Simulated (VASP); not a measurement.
# Pt in VASP: notebook, part 2 of 2

VASP 6.6.1.

## 3. Single point, PBE

This run uses another cell than the first one: it holds 4 atoms, not 2.

Input file INCAR:

```
SYSTEM = Pt
PREC     = Accurate       ! precision mode
ENCUT    = 520            ! plane-wave cutoff, eV
EDIFF    = 1E-7           ! SCF threshold, eV
ISMEAR   = 0              ! smearing method
SIGMA    = 0.1            ! smearing width, eV
LREAL    = .FALSE.        ! projectors in reciprocal space
LASPH    = .TRUE.         ! aspherical terms in the spheres
NELM     = 60             ! most SCF steps
ALGO     = Normal         ! electronic algorithm
ISIF     = 2              ! what is computed and relaxed
LWAVE    = .FALSE.        ! write WAVECAR
LCHARG   = .FALSE.        ! write CHGCAR
GGA      = PE             ! functional
NBANDS   = 28             ! bands
```

Input file KPOINTS:

```
Automatic mesh
0
G
  6 6 2
  0 0 0
```

Input file POSCAR:

```
Pt
1.0
    2.7748823188      0.0000000000      0.0000000000
   -1.3874411594      2.4031185806      0.0000000000
    0.0000000000      0.0000000000      9.3900642303
Pt
4
Direct
    0.0000000000      0.0000000000      0.0000000000
    0.0000000000      0.0000000000      0.5000000000
    0.3333333333      0.6666666667      0.7500000000
    0.6666666667      0.3333333333      0.2500000000
```

Potentials or basis: VASP PAW PBE potentials, release 64 (Pt).

The run is started by

```bash
cat potpaw_PBE.64/Pt/POTCAR > POTCAR
mpirun -np 1 vasp_std > vasp.out
```

OUTCAR:

```text
SYSTEM = Pt
   PREC = Accurate
   ENCUT = 520
   EDIFF = 1E-7
   ISMEAR = 0
   LREAL = .FALSE.
   LASPH = .TRUE.
   NELM = 60
   ISIF = 2
   GGA = PE

 ion  position               nearest neighbor table
   1  0.000  0.000  0.000-   3 2.84   4 2.84   4 2.84   3 2.84   4 2.84   3 2.84
   2  0.000  0.000  0.500-   3 2.84   4 2.84   4 2.84   3 2.84   4 2.84   3 2.84
   3  0.333  0.667  0.750-   1 2.84   2 2.84   1 2.84   2 2.84   1 2.84   2 2.84
   4  0.667  0.333  0.250-   1 2.84   2 2.84   1 2.84   2 2.84   1 2.84   2 2.84

  LATTYP: Found a hexagonal cell.
 ALAT       =     2.7748823188
 C/A-ratio  =     3.3839504352

  Lattice vectors:

 A1 = (   2.7748823188,   0.0000000000,   0.0000000000)
 A2 = (  -1.3874411594,   2.4031185806,   0.0000000000)
 A3 = (   0.0000000000,   0.0000000000,   9.3900642303)

Analysis of symmetry for initial positions (statically):
=====================================================================
 Subroutine PRICEL returns:
 Original cell was already a primitive cell.

 Routine SETGRP: Setting up the symmetry group for a
 hexagonal supercell.

[... 160 lines left out ...]
  energy without entropy =      -24.47164763  energy(sigma->0) =      -24.48397241

 E-fermi :  10.6183     XC(G=0): -13.2633

 val. band max:       10.6030553973   @ k =   0.1667   0.1667   0.0000
 cond. band min:      10.6348757290   @ k =   0.3333   0.0000   0.0000
 fundamental gap:      0.0318203317
 Fermi energy:        10.6182549745

 k-point     1 :       0.0000    0.0000    0.0000
  band No.  band energies     occupation
      1       0.7585      2.00000
      2       2.6059      2.00000
      3       2.6189      2.00000
      4       3.5126      2.00000
      5       6.5655      2.00000
      6       6.6032      2.00000
[... 423 lines left out ...]
     27      19.7881      0.00000
     28      19.7881      0.00000

------------------------ aborting loop because EDIFF is reached ----------------------------------------

  FORCE on cell =-STRESS in cart. coord.  units (eV):
  Direction    XX          YY          ZZ          XY          YZ          ZX
  --------------------------------------------------------------------------------------
  -------------------------------------------------------------------------------------
  Total       -0.1828706     -0.1828706     -0.1981511      0.0000000      0.0000000      0.0000000
  in kB       -4.6791401     -4.6791401     -5.0701261      0.0000000      0.0000000      0.0000000
  external PRESSURE =      -4.8094688 kB  Pullay stress =       0.0000000 kB

 VOLUME and BASIS-vectors are now :
 -----------------------------------------------------------------------------
  energy-cutoff  :      520.00
  volume of cell :       62.62
      direct lattice vectors                 reciprocal lattice vectors
     2.774882319  0.000000000  0.000000000     0.360375643  0.208062975  0.000000000
    -1.387441159  2.403118581  0.000000000     0.000000000  0.416125949  0.000000000
     0.000000000  0.000000000  9.390064230     0.000000000  0.000000000  0.106495544

 POSITION                                       TOTAL-FORCE (eV/Angst)
 -----------------------------------------------------------------------------------
      0.00000      0.00000      0.00000        -0.000000     -0.000000     -0.000000
      0.00000      0.00000      4.69503        -0.000000     -0.000000     -0.000000
     -0.00000      1.60208      7.04255         0.000000      0.000000      0.000000
      1.38744      0.80104      2.34752        -0.000000     -0.000000     -0.000000
 -----------------------------------------------------------------------------------
    total drift:                                0.000000     -0.000000     -0.000000

  FREE ENERGIE OF THE ION-ELECTRON SYSTEM (eV)
  ---------------------------------------------------
  free  energy   TOTEN  =       -24.4962972003 eV

  energy  without entropy=      -24.4716476254  energy(sigma->0) =      -24.48397241
```

It took 62 s on 1 thread of AMD EPYC 7R13, shared host; peak memory 0.16 GiB.

Results:

```yaml
Free_energy: -24.4963 eV
Pressure: -0.5 GPa
Band_gap_on_the_k_mesh: zero (band 20 reaches 10.96 eV, above the bottom of band 21 at 9.71 eV)
```

Levels at points of the mesh, in eV from the Fermi level:
| k point | band 18 | band 19 | band 20 | band 21 | band 22 | band 23 | band 24 | band 25 |
| --- | --- | --- | --- | --- | --- | --- | --- | --- |
| (0.00, 0.00, 0.00) | -1.28 | -1.28 | -0.90 | -0.90 | -0.66 | -0.18 | -0.18 | 4.99 |
| (0.50, 0.00, 0.00) | 0.23 | 0.26 | 0.31 | 0.37 | 1.03 | 3.01 | 3.30 | 6.10 |
| (0.00, 0.00, 0.50) | -1.61 | -1.61 | -1.61 | -0.48 | -0.48 | -0.48 | -0.48 | 7.85 |
| (0.50, 0.00, 0.50) | 0.17 | 0.35 | 0.35 | 1.89 | 1.89 | 2.90 | 2.90 | 6.28 |

Caveat: the k points lie up to 0.44 Å⁻¹ apart; spin-orbit coupling is left out, which moves the levels of the heavy elements.

## 4. Relaxation of cell and atoms, PBE

This run uses another cell than the first one: it holds 4 atoms, not 2.

Input file INCAR:

```
SYSTEM = Pt
PREC = Accurate ; ENCUT = 600
EDIFF = 1E-6 ; ISMEAR = 0
SIGMA = 0.1 ; LREAL = .False.
LASPH = .True. ; NELM = 60
ALGO = Fast ; ISIF = 3
LWAVE = .False. ; LCHARG = .False.
GGA = PE ; IBRION = 2
NSW = 90 ; EDIFFG = -0.04
```

Input file KPOINTS:

```
regular mesh
0
Gamma
  6 6 2
  0 0 0
```

Input file POSCAR:

```
Pt
1.0
    2.8937719050      0.0000000000      0.0000000000
   -1.4468859525      2.5060799825      0.0000000000
    0.0000000000      0.0000000000      9.3329855456
Pt
4
Direct
    0.0000000000      0.0000000000      0.0000000000
    0.0000000000      0.0000000000      0.5000000000
    0.3333333333      0.6666666667      0.7500000000
    0.6666666667      0.3333333333      0.2500000000
```

The run is started by

```bash
cat potpaw_PBE.64/Pt/POTCAR > POTCAR
mpirun -np 1 vasp_std > vasp.out
```

Run time: 7 min. Hardware: 1 thread of AMD EPYC 7R13, shared host; peak memory 0.19 GiB.

The run converged. Its results:

```
Free energy                            : -24.4977 eV
Relaxed volume                         : 15.63 Å³/atom
Relaxed cell                           : a = 2.774 Å, b = 2.774 Å, c = 9.382 Å, α = 90.00°, β = 90.00°, γ = 120.00°
Space group after relaxing (to 0.05 Å) : P6_3/mmc (No. 194)
Energy gained by relaxing              : 81.0 meV/atom
Ionic steps                            : 11
Pressure after relaxing                : 0.0 GPa
```

The path:
```csv
step,energy change (eV),largest force (eV/Å),pressure (GPa),volume (Å³)
1,0.0000,0.0000,-15.69,67.68
2,1.3704,0.0000,66.41,52.70
3,-0.2883,0.0000,-0.51,62.64
4,-0.2889,0.0000,0.15,62.48
5,-0.2889,0.0000,0.56,62.38
6,-0.3172,0.0000,0.73,62.31
7,-0.3198,0.0000,1.34,62.23
8,-0.3232,0.0000,0.97,62.27
9,-0.3234,0.0000,1.02,62.27
10,-0.3195,0.0000,-2.35,63.14
11,-0.3242,0.0000,0.04,62.52
```

Final structure:
```yaml
crystal:
  lattice:
    - [2.77386, 0.00000, 0.00000]
    - [-1.38693, 2.40223, 0.00000]
    - [0.00000, 0.00000, 9.38235]
  atoms:
    - { symbol: Pt, position: [0.00000, 0.00000, 0.00000] }
    - { symbol: Pt, position: [0.00000, 0.00000, 0.50000] }
    - { symbol: Pt, position: [0.33333, 0.66667, 0.75000] }
    - { symbol: Pt, position: [0.66667, 0.33333, 0.25000] }
```

Levels at points of the mesh, in eV from the Fermi level:
```csv
k point,band 18,band 19,band 20,band 21,band 22,band 23,band 24
"(0.00, 0.00, 0.00)",-1.29,-1.29,-0.91,-0.91,-0.67,-0.18,-0.18
"(0.50, 0.00, 0.00)",0.23,0.26,0.31,0.37,1.02,3.02,3.30
"(0.00, 0.00, 0.50)",-1.61,-1.61,-1.61,-0.48,-0.48,-0.48,-0.48
"(0.50, 0.00, 0.50)",0.17,0.34,0.34,1.89,1.89,2.90,2.90
```

Caveat: the k points lie up to 0.44 Å⁻¹ apart in the final cell; the bands computed are all filled at some k points, so no gap is given; spin-orbit coupling is left out, which moves the levels of the heavy elements.

## 5. Relaxation of cell and atoms, PBE

This run uses another cell than the first one: it holds 4 atoms, not 2.

Input file INCAR:

```
SYSTEM = Pt
ALGO     = Normal         ! electronic algorithm
EDIFF    = 1E-7           ! SCF threshold, eV
EDIFFG   = -0.04          ! ionic threshold
ENCUT    = 500            ! plane-wave cutoff, eV
GGA      = PE             ! functional
GGA_COMPAT= .FALSE.      
IBRION   = 2              ! ionic algorithm
ISIF     = 3              ! what is computed and relaxed
ISMEAR   = 0              ! smearing method
LASPH    = .TRUE.         ! aspherical terms in the spheres
LCHARG   = .FALSE.        ! write CHGCAR
LREAL    = .FALSE.        ! projectors in reciprocal space
LWAVE    = .FALSE.        ! write WAVECAR
NELM     = 120            ! most SCF steps
NELMIN   = 4            
NSW      = 90             ! ionic steps
PREC     = Accurate       ! precision mode
SIGMA    = 0.1            ! smearing width, eV
```

Input file KPOINTS:

```
k-points
0
G
  6 6 2
  0 0 0
```

Input file POSCAR:

```
Pt
1.0
    3.0691535342      0.0000000000      0.0000000000
   -1.5345767671      2.6579649287      0.0000000000
    0.0000000000      0.0000000000      8.3590766987
Pt
4
Direct
    0.0000000000      0.0000000000      0.2500000000
    0.0000000000      0.0000000000      0.7500000000
    0.3333333333      0.6666666667      0.7500000000
    0.6666666667      0.3333333333      0.2500000000
```

Potentials or basis: VASP PAW PBE potentials, release 64 (Pt_sv_GW).

The run is started by

```bash
cat potpaw_PBE.64/Pt_sv_GW/POTCAR > POTCAR
mpirun -np 1 vasp_std > vasp.out
```

OUTCAR:

```text
SYSTEM = Pt
   EDIFF = 1E-7
   EDIFFG = -0.04
   ENCUT = 500
   GGA = PE
   IBRION = 2
   ISIF = 3
   ISMEAR = 0
   LASPH = .TRUE.
   LREAL = .FALSE.
   NELM = 120
   NELMIN = 4
   NSW = 90
   PREC = Accurate

 ion  position               nearest neighbor table
   1  0.000  0.000  0.250-   4 1.77   4 1.77   4 1.77
   2  0.000  0.000  0.750-   3 1.77   3 1.77   3 1.77
   3  0.333  0.667  0.750-   2 1.77   2 1.77   2 1.77
   4  0.667  0.333  0.250-   1 1.77   1 1.77   1 1.77

  LATTYP: Found a hexagonal cell.
 ALAT       =     3.0691535342
 C/A-ratio  =     2.7235772357

  Lattice vectors:

 A1 = (   3.0691535342,   0.0000000000,   0.0000000000)
 A2 = (  -1.5345767671,   2.6579649287,   0.0000000000)
 A3 = (   0.0000000000,   0.0000000000,   8.3590766987)

Analysis of symmetry for initial positions (statically):
[... 170 lines left out ...]
  energy without entropy =       53.69436908  energy(sigma->0) =       53.68465777

 E-fermi :  11.0652     XC(G=0): -12.0426

 val. band max:       11.0141944588   @ k =   0.1667   0.0000   0.5000
 cond. band min:      11.0863888595   @ k =   0.1667   0.1667   0.0000
 fundamental gap:      0.0721944008
 Fermi energy:        11.0651690552
[... 2705 lines left out ...]
     42       6.4638      0.00000
     43      12.9555      0.00000

[... ionic steps 4 to 20 ...]

--------------------------------------- Ionic step       21  -------------------------------------------

 number of electron      72.0000000 magnetization

------------------------ aborting loop because EDIFF is reached ----------------------------------------
[... 71 lines left out ...]
--------------------------------------- Ionic step       23  -------------------------------------------

 number of electron      72.0000000 magnetization

 Free energy of the ion-electron system (eV)
  ---------------------------------------------------
  ext. energy  EPLUGINS =         0.00000000
  ---------------------------------------------------
  free energy    TOTEN  =       -17.86941409 eV

  energy without entropy =      -17.84461156  energy(sigma->0) =      -17.85701283

 E-fermi :   7.5732     XC(G=0): -12.5394

 val. band max:        7.5569627045   @ k =   0.3333   0.1667   0.0000
 cond. band min:       7.6374525448   @ k =   0.5000   0.0000   0.5000
 fundamental gap:      0.0804898402
 Fermi energy:         7.5731767590
[... 673 lines left out ...]
  FREE ENERGIE OF THE ION-ELECTRON SYSTEM (eV)
  ---------------------------------------------------
  free  energy   TOTEN  =       -17.8694140923 eV

  energy  without entropy=      -17.8446115626  energy(sigma->0) =      -17.85701283

 reached required accuracy - stopping structural energy minimisation
```

OSZICAR:

```text
N       E                     dE             d eps       ncg     rms          rms(c)
DAV:   1     0.108213534065E+04    0.10821E+04   -0.55020E+04  1468   0.180E+03
DAV:   2     0.109615728324E+03   -0.97252E+03   -0.95146E+03  1375   0.692E+02
DAV:   3     0.518822776083E+02   -0.57733E+02   -0.56717E+02  1434   0.155E+02
[... 390 lines left out ...]
DAV:   7    -0.178694195007E+02   -0.61748E-04   -0.82098E-05  1336   0.688E-02    0.731E-02
DAV:   8    -0.178694107578E+02    0.87429E-05   -0.21356E-05  1232   0.414E-02    0.508E-02
DAV:   9    -0.178694138823E+02   -0.31245E-05   -0.23252E-06  1210   0.118E-02    0.108E-02
DAV:  10    -0.178694140926E+02   -0.21028E-06   -0.40044E-07  1014   0.412E-03    0.652E-03
DAV:  11    -0.178694140923E+02    0.29286E-09   -0.21356E-08   611   0.130E-03
  23 F= -.17869414E+02 E0= -.17857013E+02  d E =-.167770E-03
```

CONTCAR:

```text
Pt
   1.00000000000000
     4.0791406645045845   -0.0000000000000000    0.0000000000000000
    -2.0395703322522922    3.5326394410003932   -0.0000000000000000
    -0.0000000000000000   -0.0000000000000000    5.1098510695731711
  Pt
     4
Direct
     0.0000000000000000    0.0000000000000000    0.2500000000000000
     0.0000000000000000    0.0000000000000000    0.7500000000000000
     0.3333333332999970    0.6666666667000030    0.7500000000000000
     0.6666666667000030    0.3333333332999970    0.2500000000000000

  0.00000000E+00  0.00000000E+00  0.00000000E+00
  0.00000000E+00  0.00000000E+00  0.00000000E+00
  0.00000000E+00  0.00000000E+00  0.00000000E+00
  0.00000000E+00  0.00000000E+00  0.00000000E+00
```

It took 17 min on 1 thread of Intel Xeon Platinum 8488C (Sapphire Rapids), shared host; peak memory 0.22 GiB.

Results:

| Item | Value |
| --- | --- |
| Free energy | -17.8694 eV |
| Relaxed volume | 18.41 Å³/atom |
| Relaxed cell | a = 4.079 Å, b = 4.079 Å, c = 5.110 Å, α = 90.00°, β = 90.00°, γ = 120.00° |
| Space group after relaxing (to 0.05 Å) | P6_3/mmc (No. 194) |
| Energy gained by relaxing | 17886.1 meV/atom |
| Ionic steps | 23 |
| Pressure after relaxing | 0.0 GPa |
| Band gap on the k mesh | zero (band 36 reaches 8.45 eV, above the bottom of band 37 at 6.69 eV) |

The path:
| step | energy change (eV) | largest force (eV/Å) | pressure (GPa) | volume (Å³) |
| --- | --- | --- | --- | --- |
| 1 | 0.0000 | 0.0000 | 511.19 | 68.19 |
| 2 | 4496.0352 | 0.0000 | -177.66 | 1653.77 |
| 3 | -58.2780 | 0.0000 | -87.27 | 143.23 |
| 4 | -68.2765 | 0.0000 | -19.83 | 121.74 |
| 5 | -68.7430 | 0.0000 | -6.19 | 117.35 |
| 6 | -68.7761 | 0.0000 | -1.66 | 115.93 |
| 7 | -68.7617 | 0.0000 | 1.82 | 114.85 |
| 8 | -68.8411 | 0.0000 | 2.18 | 111.78 |
| 9 | -69.0593 | 0.0000 | 3.27 | 102.52 |
| 10 | -69.0740 | 0.0000 | -6.17 | 104.24 |
| 11 | -69.0933 | 0.0000 | -2.13 | 103.50 |
| 12 | -69.1136 | 0.0000 | -2.22 | 102.73 |
| 13 | -69.1873 | 0.0000 | -2.50 | 100.40 |
| 14 | -69.4276 | 0.0000 | -3.41 | 95.70 |
| 15 | -70.3691 | 0.0000 | -5.54 | 86.18 |
| 16 | -70.5254 | 0.0000 | 22.32 | 66.60 |
| 17 | -71.0767 | 0.0000 | -5.02 | 80.24 |
| 18 | -71.5435 | 0.0000 | 1.27 | 73.46 |
| 19 | -71.2614 | 0.0000 | -18.08 | 74.46 |
| 20 | -71.5442 | 0.0000 | 0.30 | 73.51 |
| 21 | -71.5442 | 0.0000 | 0.34 | 73.51 |
| 22 | -71.5426 | 0.0000 | -1.17 | 74.03 |
| 23 | -71.5444 | 0.0000 | -0.02 | 73.63 |

Final structure:
```cif
data_structure
_symmetry_space_group_name_H-M 'P 1'
_symmetry_Int_Tables_number 1
_cell_length_a 4.0791
_cell_length_b 4.0791
_cell_length_c 5.1099
_cell_angle_alpha 90.000
_cell_angle_beta 90.000
_cell_angle_gamma 120.000
_cell_volume 73.63
loop_
_atom_site_label
_atom_site_type_symbol
_atom_site_fract_x
_atom_site_fract_y
_atom_site_fract_z
_atom_site_occupancy
Pt1 Pt 0.00000 0.00000 0.25000 1
Pt2 Pt 0.00000 0.00000 0.75000 1
Pt3 Pt 0.33333 0.66667 0.75000 1
Pt4 Pt 0.66667 0.33333 0.25000 1
```

Levels at points of the mesh, in eV from the Fermi level:
| k point | band 32 | band 33 | band 34 | band 35 | band 36 | band 37 | band 38 | band 39 | band 40 | band 41 |
| --- | --- | --- | --- | --- | --- | --- | --- | --- | --- | --- |
| (0.00, 0.00, 0.00) | -1.75 | -0.49 | -0.49 | -0.48 | -0.48 | -0.18 | 0.15 | 4.01 | 8.09 | 8.09 |
| (0.50, 0.00, 0.00) | -0.75 | -0.26 | -0.07 | 0.10 | 0.33 | 1.42 | 1.70 | 2.80 | 3.34 | 5.42 |
| (0.00, 0.00, 0.50) | -2.73 | -1.08 | -1.08 | -0.88 | -0.88 | -0.88 | -0.88 | 8.49 | 8.49 | 9.91 |
| (0.50, 0.00, 0.50) | -0.81 | -0.33 | -0.33 | -0.16 | -0.16 | 0.06 | 0.06 | 2.12 | 2.12 | 5.85 |

Caveat: the k points lie up to 0.61 Å⁻¹ apart in the final cell; spin-orbit coupling is left out, which moves the levels of the heavy elements.

## 6. Summary

| task | potentials or basis | cell | k mesh | cutoff (eV) | second run | gap on the mesh (eV) | pressure (GPa) | relaxed volume (Å³/atom) |
| --- | --- | --- | --- | --- | --- | --- | --- | --- |
| single point | VASP PAW PBE potentials, release 64 (Pt) | a = 3.889, b = 3.889, c = 2.859 Å, angles 90.0, 90.0, 120.0°, 2 atoms | 6 × 6 × 6 | 520 | - | none | -0.5 | - |
| single point | VASP PAW PBE potentials, release 64 (Pt) | a = 2.775, b = 2.775, c = 9.390 Å, angles 90.0, 90.0, 120.0°, 4 atoms | 6 × 6 × 2 | 520 | - | none | -0.5 | - |
| relaxation of cell and atoms | VASP PAW PBE potentials, release 64 (Pt) | relaxed from a = 2.894, b = 2.894, c = 9.333 Å, angles 90.0, 90.0, 120.0°, 4 atoms | 6 × 6 × 2 | 600 | - | - | 0.0 | 15.63 |
| relaxation of cell and atoms | VASP PAW PBE potentials, release 64 (Pt_sv_GW) | relaxed from a = 3.069, b = 3.069, c = 8.359 Å, angles 90.0, 90.0, 120.0°, 4 atoms | 6 × 6 × 2 | 500 | valence_matched | none | 0.0 | 18.41 |

Alike in all rows: level PBE; no spin polarisation; smearing gaussian 0.1 eV.

Caveats: all runs use coarse meshes; spin-orbit coupling is left out, which moves the levels of the heavy elements; the bands computed are all filled at some k points, so no gap is given (some runs).

Total energies depend on the potentials used, so only differences within one code and one set of settings carry meaning.
